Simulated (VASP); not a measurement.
# ZnS (F-43m) in VASP: notebook

ZnS is run at these levels: LDA, PBE; tasks: single point.

All numbers are computed with VASP 6.6.1; they aren't measurements. Logs are shortened: lines on timing, memory, paths and dates and some standing lists are left out, and cuts for length are marked.

## Step 1: The cell of the first run

The structure is cubic, space group F-43m (No. 216). The conventional cell has a = 5.387 Å, b = 5.387 Å, c = 5.387 Å, α = 90.00°, β = 90.00°, γ = 90.00°. Zn (site symmetry -43m) has 4 S at 2.33 Å within 3.1 Å. S (site symmetry -43m) has 4 Zn at 2.33 Å within 3.1 Å.

## Step 2: Single point, LDA

The input, INCAR:

```
SYSTEM = ZnS
PREC = Accurate ; ENCUT = 500
EDIFF = 1E-6 ; ISMEAR = 0
SIGMA = 0.1 ; LREAL = .FALSE.
LASPH = .TRUE. ; NELM = 120
ALGO = Normal ; ISIF = 2
LWAVE = .FALSE. ; LCHARG = .FALSE.
GGA = CA ; NBANDS = 16
GGA_COMPAT = .FALSE.
```

The input, KPOINTS:

```
Automatic mesh
0
G
  6 6 6
  0 0 0
```

The input, POSCAR:

```
ZnS
1.0
    0.0000000000      2.6936828773      2.6936828773
    2.6936828773      0.0000000000      2.6936828773
    2.6936828773      2.6936828773      0.0000000000
Zn S
1 1
Direct
    0.0000000000      0.0000000000      0.0000000000
    0.2500000000      0.2500000000      0.2500000000
```

Potentials or basis: VASP PAW LDA potentials, release 64 (Zn, S).

The run is started by

```console
cat potpaw_LDA.64/Zn/POTCAR potpaw_LDA.64/S/POTCAR > POTCAR
mpirun -np 1 vasp_std > vasp.out
```

OUTCAR:

```text
SYSTEM = ZnS
   PREC = Accurate
   ENCUT = 500
   EDIFF = 1E-6
   ISMEAR = 0
   LREAL = .FALSE.
   LASPH = .TRUE.
   NELM = 120
   ISIF = 2
   GGA = CA

 ion  position               nearest neighbor table
   1  0.000  0.000  0.000-   2 2.33   2 2.33   2 2.33   2 2.33
   2  0.250  0.250  0.250-   1 2.33   1 2.33   1 2.33   1 2.33

  LATTYP: Found a face centered cubic cell.
 ALAT       =     5.3873657546

  Lattice vectors:

 A1 = (   0.0000000000,   2.6936828773,   2.6936828773)
 A2 = (   2.6936828773,   0.0000000000,   2.6936828773)
 A3 = (   2.6936828773,   2.6936828773,   0.0000000000)

Analysis of symmetry for initial positions (statically):
=====================================================================
 Subroutine PRICEL returns:
 Original cell was already a primitive cell.

 Routine SETGRP: Setting up the symmetry group for a
 face centered cubic supercell.

 Subroutine GETGRP returns: Found 24 space group operations
 (whereof 24 operations were pure point group operations)
 out of a pool of 48 trial point group operations.

The static configuration has the point symmetry T_d .

Analysis of symmetry for dynamics (positions and initial velocities):
=====================================================================
 Subroutine PRICEL returns:
 Original cell was already a primitive cell.

 Routine SETGRP: Setting up the symmetry group for a
 face centered cubic supercell.

 Subroutine GETGRP returns: Found 24 space group operations
 (whereof 24 operations were pure point group operations)
 out of a pool of 48 trial point group operations.

The dynamic configuration has the point symmetry T_d .

 Subroutine INISYM returns: Found 24 space group operations
 (whereof 24 operations are pure point group operations),
 and found     1 'primitive' translations

----------------------------------------------------------------------------------------

                                     Primitive cell

  volume of cell :      39.0903

  direct lattice vectors                    reciprocal lattice vectors
     0.000000000  2.693682877  2.693682877    -0.185619474  0.185619474  0.185619474
     2.693682877  0.000000000  2.693682877     0.185619474 -0.185619474  0.185619474
     2.693682877  2.693682877  0.000000000     0.185619474  0.185619474 -0.185619474

  length of vectors
     3.809442858  3.809442858  3.809442858     0.321502361  0.321502361  0.321502361

[... 70 lines left out ...]
   NELM   =    120;   NELMIN=  2; NELMDL= -5     # of ELM steps
   EDIFF  = 0.1E-05   stopping-criterion for ELM
   LREAL  =      F    real-space projection
   EDIFFG = 0.1E-04   stopping-criterion for IOM
   NSW    =      0    number of steps for IOM
   IBRION =     -1    ionic relax: 0-MD 1-quasi-New 2-CG
   NFREE  =      0    steps in history (QN), initial steepest desc. (CG)
   ISIF   =      2    stress and relaxation
   ISYM   =      2    0-nonsym 1-usesym 2-fastsym
   POTIM  = 0.5000    time-step for ionic-motion
   TEBEG  =    0.0;   TEEND  =   0.0 temperature during run
   PSTRESS=    0.0 pullay stress
   NELECT =      18.0000    total number of electrons
   NUPDOWN=      -1.0000    fix difference up-down
   EMIN   =  10.00;   EMAX   =-10.00  energy-range for DOS
   EFERMI =   0.00;   METHOD = LEGACY
   ISMEAR =     0;   SIGMA  =   0.10  broadening in eV -4-tet -1-fermi 0-gaus
   EFERMI_NEDOS =   21; number of points for ismear=-14 and -15
   IALGO  =     38    algorithm
   IMIX   =      4    mixing-type and parameters
     AMIX     =   0.40;   BMIX     =  1.00
     AMIX_MAG =   1.60;   BMIX_MAG =  1.00
  volume/ion in A,a.u.               =      19.55       131.90
  Fermi-wavevector in a.u.,A,eV,Ry     =   1.264181  2.388955 21.744194  1.598153
  Thomas-Fermi vector in A             =   2.397499
   LORBIT       =      0    0 simple, 1 ext, 2 COOP (PROOUT), +10 PAW based schemes
   GGA     = CA    functional components
   LHFCALC =     F    Hartree Fock is set to
   AEXX    =    0.0000 exact exchange contribution
   IVDW    =     0    specifies the selected vdW correction
   LEPSILON=     F    determine dielectric tensor
   LRPA    =     F    only Hartree local field effects (RPA)
 non-spin polarized calculation
 Gauss-broadening in eV      SIGMA  =   0.10
  energy-cutoff  :      500.00
  volume of cell :       39.09
 maximum number of plane-waves:      1018
   NGX = 13   NGY = 13   NGZ = 13

 number of electron      18.0000006 magnetization

 Free energy of the ion-electron system (eV)
  ---------------------------------------------------
  ext. energy  EPLUGINS =         0.00000000
  ---------------------------------------------------
  free energy    TOTEN  =        -8.18220302 eV

  energy without entropy =       -8.18220302  energy(sigma->0) =       -8.18220302

 E-fermi :   2.4562     XC(G=0): -10.0807

 val. band max:        2.0158891394   @ k =   0.0000   0.0000   0.0000
 cond. band min:       3.9442220595   @ k =   0.0000   0.0000   0.0000
 fundamental gap:      1.9283329202
 Fermi energy:         2.4561503727

 k-point     1 :       0.0000    0.0000    0.0000
  band No.  band energies     occupation
      1     -11.1579      2.00000
      2      -4.5206      2.00000
      3      -4.5206      2.00000
      4      -4.5206      2.00000
      5      -4.0290      2.00000
      6      -4.0290      2.00000
[... 281 lines left out ...]
      3      -4.2314      2.00000
      4      -4.1415      2.00000
      5      -4.0054      2.00000
      6      -3.6562      2.00000
[... 8 lines left out ...]
     15      15.9364      0.00000
     16      16.7363      0.00000

------------------------ aborting loop because EDIFF is reached ----------------------------------------

  FORCE on cell =-STRESS in cart. coord.  units (eV):
  Direction    XX          YY          ZZ          XY          YZ          ZX
  --------------------------------------------------------------------------------------
  -------------------------------------------------------------------------------------
  Total       -0.9055872     -0.9055872     -0.9055872      0.0000000      0.0000000      0.0000000
  in kB      -37.1168821    -37.1168821    -37.1168821      0.0000000      0.0000000      0.0000000
  external PRESSURE =     -37.1168821 kB  Pullay stress =       0.0000000 kB

 VOLUME and BASIS-vectors are now :
 -----------------------------------------------------------------------------
  energy-cutoff  :      500.00
  volume of cell :       39.09
      direct lattice vectors                 reciprocal lattice vectors
     0.000000000  2.693682877  2.693682877    -0.185619474  0.185619474  0.185619474
     2.693682877  0.000000000  2.693682877     0.185619474 -0.185619474  0.185619474
     2.693682877  2.693682877  0.000000000     0.185619474  0.185619474 -0.185619474

 POSITION                                       TOTAL-FORCE (eV/Angst)
 -----------------------------------------------------------------------------------
      0.00000      0.00000      0.00000         0.000000      0.000000      0.000000
      1.34684      1.34684      1.34684        -0.000000     -0.000000     -0.000000
 -----------------------------------------------------------------------------------
    total drift:                                0.000001      0.000001      0.000000

  FREE ENERGIE OF THE ION-ELECTRON SYSTEM (eV)
  ---------------------------------------------------
  free  energy   TOTEN  =        -8.1822030230 eV

  energy  without entropy=       -8.1822030230  energy(sigma->0) =       -8.18220302
```

Run time: 5.3 s. Hardware: 1 thread of Intel Xeon 6975P-C (Granite Rapids), shared host; peak memory 0.13 GiB.

What came out:

| Quantity | Value |
| --- | --- |
| Free energy | -8.1822 eV |
| Pressure | -3.7 GPa |
| Band gap on the k mesh | 1.93 eV, direct |

Expect the measured gap to be larger: semilocal functionals such as LDA lack the derivative discontinuity.

## Step 3: Single point, PBE

The input, INCAR:

```
SYSTEM = ZnS
PREC = Accurate
ENCUT = 500
EDIFF = 1E-6
ISMEAR = 0
SIGMA = 0.01
LREAL = .False.
LASPH = .True.
NELM = 120
ALGO = Normal
ISIF = 2
LWAVE = .False.
LCHARG = .False.
GGA = PE
NBANDS = 16
GGA_COMPAT = .False.
```

The input, KPOINTS:

```
Automatic mesh
0
Gamma
  6 6 6
  0 0 0
```

POSCAR is that of step 2.

Potentials or basis: VASP PAW PBE potentials, release 64 (Zn, S).

The run is started by

```console
cat potpaw_PBE.64/Zn/POTCAR potpaw_PBE.64/S/POTCAR > POTCAR
mpirun -np 1 vasp_std > vasp.out
```

OUTCAR:

```text
SYSTEM = ZnS
   PREC = Accurate
   ENCUT = 500
   EDIFF = 1E-6
   ISMEAR = 0
   LREAL = .False.
   LASPH = .True.
   NELM = 120
   ISIF = 2
   GGA = PE

 ion  position               nearest neighbor table
   1  0.000  0.000  0.000-   2 2.33   2 2.33   2 2.33   2 2.33
   2  0.250  0.250  0.250-   1 2.33   1 2.33   1 2.33   1 2.33

  LATTYP: Found a face centered cubic cell.
 ALAT       =     5.3873657546

  Lattice vectors:

 A1 = (   0.0000000000,   2.6936828773,   2.6936828773)
 A2 = (   2.6936828773,   0.0000000000,   2.6936828773)
 A3 = (   2.6936828773,   2.6936828773,   0.0000000000)

Analysis of symmetry for initial positions (statically):
=====================================================================
 Subroutine PRICEL returns:
 Original cell was already a primitive cell.

 Routine SETGRP: Setting up the symmetry group for a
 face centered cubic supercell.

 Subroutine GETGRP returns: Found 24 space group operations
 (whereof 24 operations were pure point group operations)
 out of a pool of 48 trial point group operations.

The static configuration has the point symmetry T_d .

[... 148 lines left out ...]

  energy without entropy =       -6.83905898  energy(sigma->0) =       -6.83905898

 E-fermi :   2.2405     XC(G=0):  -9.6729

 val. band max:        2.1959664525   @ k =   0.0000   0.0000   0.0000
 cond. band min:       4.3498502659   @ k =   0.0000   0.0000   0.0000
 fundamental gap:      2.1538838134
 Fermi energy:         2.2405098589

 k-point     1 :       0.0000    0.0000    0.0000
  band No.  band energies     occupation
      1     -11.0093      2.00000
      2      -4.1823      2.00000
      3      -4.1823      2.00000
      4      -4.1823      2.00000
      5      -3.6734      2.00000
      6      -3.6734      2.00000
[... 281 lines left out ...]
      3      -3.8818      2.00000
      4      -3.7934      2.00000
      5      -3.6500      2.00000
      6      -3.3114      2.00000
[... 8 lines left out ...]
     15      16.1368      0.00000
     16      17.1017      0.00000

------------------------ aborting loop because EDIFF is reached ----------------------------------------

  FORCE on cell =-STRESS in cart. coord.  units (eV):
  Direction    XX          YY          ZZ          XY          YZ          ZX
  --------------------------------------------------------------------------------------
  -------------------------------------------------------------------------------------
  Total        0.6103931      0.6103931      0.6103931     -0.0000000      0.0000000      0.0000000
  in kB       25.0178955     25.0178955     25.0178955     -0.0000000      0.0000000      0.0000000
  external PRESSURE =      25.0178955 kB  Pullay stress =       0.0000000 kB

 VOLUME and BASIS-vectors are now :
 -----------------------------------------------------------------------------
  energy-cutoff  :      500.00
  volume of cell :       39.09
      direct lattice vectors                 reciprocal lattice vectors
     0.000000000  2.693682877  2.693682877    -0.185619474  0.185619474  0.185619474
     2.693682877  0.000000000  2.693682877     0.185619474 -0.185619474  0.185619474
     2.693682877  2.693682877  0.000000000     0.185619474  0.185619474 -0.185619474

 POSITION                                       TOTAL-FORCE (eV/Angst)
 -----------------------------------------------------------------------------------
      0.00000      0.00000      0.00000        -0.000000     -0.000000     -0.000000
      1.34684      1.34684      1.34684         0.000000      0.000000      0.000000
 -----------------------------------------------------------------------------------
    total drift:                                0.000001      0.000001      0.000001

  FREE ENERGIE OF THE ION-ELECTRON SYSTEM (eV)
  ---------------------------------------------------
  free  energy   TOTEN  =        -6.8390589782 eV

  energy  without entropy=       -6.8390589782  energy(sigma->0) =       -6.83905898
```

stdout:

```text
POSCAR found type information on POSCAR ZnS
 POSCAR found :  2 types and       2 ions
 scaLAPACK will be used
 LDA part: xc-table for (Slater+PW92), standard interpolation
 POSCAR, INCAR and KPOINTS ok, starting setup
 FFT: planning ... GRIDC
 FFT: planning ... GRID_SOFT
 FFT: planning ... GRID
 WAVECAR not read
 entering main loop
```

Run time: 6.6 s. Hardware: 1 thread of Intel Xeon 6975P-C (Granite Rapids), shared host; peak memory 0.14 GiB.

Results:

* Free energy: -6.8391 eV
* Pressure: 2.5 GPa
* Band gap on the k mesh: 2.15 eV, direct
